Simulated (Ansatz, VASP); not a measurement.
# SiGe in VASP and in Ansatz

File POSCAR:

```
SiGe
1.0
    3.8653338666      0.0000000000      0.0000000000
   -1.9326669333      3.3474773226      0.0000000000
    0.0000000000      0.0000000000      6.3891428705
Si Ge
2 2
Direct
    0.6666666667      0.3333333333      0.8744075852
    0.3333333333      0.6666666667      0.3744075852
    0.6666666667      0.3333333333      0.5005914148
    0.3333333333      0.6666666667      0.0005914148
```

File INCAR.step1:

```
PREC = Accurate ; ENCUT = 520
ISMEAR = 0 ; SIGMA = 0.02
LREAL = F ; LASPH = T
NELM = 60 ; NBANDS = 26
GGA = PE ; ALGO = Normal
EDIFF = 1E-4 ; LWAVE = T
LCHARG = F
```

Contents of INCAR.step2:

```
PREC = Accurate ; ENCUT = 520
EDIFF = 1E-6 ; ISMEAR = 0
SIGMA = 0.02 ; LREAL = F
LASPH = T ; NELM = 60
ALGO = Normal ; ISIF = 2
LWAVE = F ; LCHARG = T
METAGGA = R2SCAN ; LMIXTAU = T
LELF = T ; LVHAR = T
NBANDS = 26 ; ISTART = 1
```

File KPOINTS:

```
Automatic mesh
0
Gamma
  12 12 4
```

Input for Ansatz:

```yaml
crystal:
  lattice:
    - [3.8653338666, 0.0, 0.0]
    - [-1.9326669333, 3.3474773226, 0.0]
    - [0.0, 0.0, 6.3891428705]
  atoms:
    - { symbol: Si, position: [0.6666666667, 0.3333333333, 0.8744075852] }
    - { symbol: Si, position: [0.3333333333, 0.6666666667, 0.3744075852] }
    - { symbol: Ge, position: [0.6666666667, 0.3333333333, 0.5005914148] }
    - { symbol: Ge, position: [0.3333333333, 0.6666666667, 0.0005914148] }
basis:
  ecutwfc: 500
kpoints:
  mp_grid: { grid: [12, 12, 4] }
  band_path: { path: [VBM, CBM], npoints: 2 }
hamiltonian:
  xc: r2scan
scf:
  occupations: { method: gaussian, width: 0.02 }
output:
  forces: true
  stress: true
  eigenvalues: true
checkpoint:
  read: start.run
  write: ck
  compress: false
  write_wavefunctions: false
  write_every: 100000
```

Alike in both runs: task single point; functional r2SCAN; k mesh 12 × 12 × 4; occupations gaussian, width 0.02 eV; no spin polarisation.

|  | VASP | Ansatz |
| --- | --- | --- |
| version | VASP 6.6.1 | Ansatz 0.2.0 |
| potentials or method | VASP PAW PBE potentials, release 64 (Si, Ge_d), cutoff 520 eV | scalar-relativistic, plane waves, PAW |
| valence electrons in the cell | 36 | 36 |

Ansatz gave:

```
gap on the k mesh at the Fermi level (eV)                     : 0.61
least direct gap on the mesh (eV)                             : 0.88
pressure (GPa)                                                : 2.7
traceless stress, the component that is largest in VASP (GPa) : 0.06
rms of the force components (eV/Å)                            : 0.001
```

**Question.** Estimate VASP's values.

**Answer.** gap on the k mesh at the Fermi level (eV): 0.61; least direct gap on the mesh (eV): 0.87; pressure (GPa): 2.7; traceless stress, the component that is largest in VASP (GPa): 0.07; rms of the force components (eV/Å): 0.003.

VASP's potentials were made for PBE, not for r2SCAN. Atom by atom the forces differ by 0.002 eV/Å (rms over components). The functional is the same, so the differences come from potentials, cutoffs and numerics.
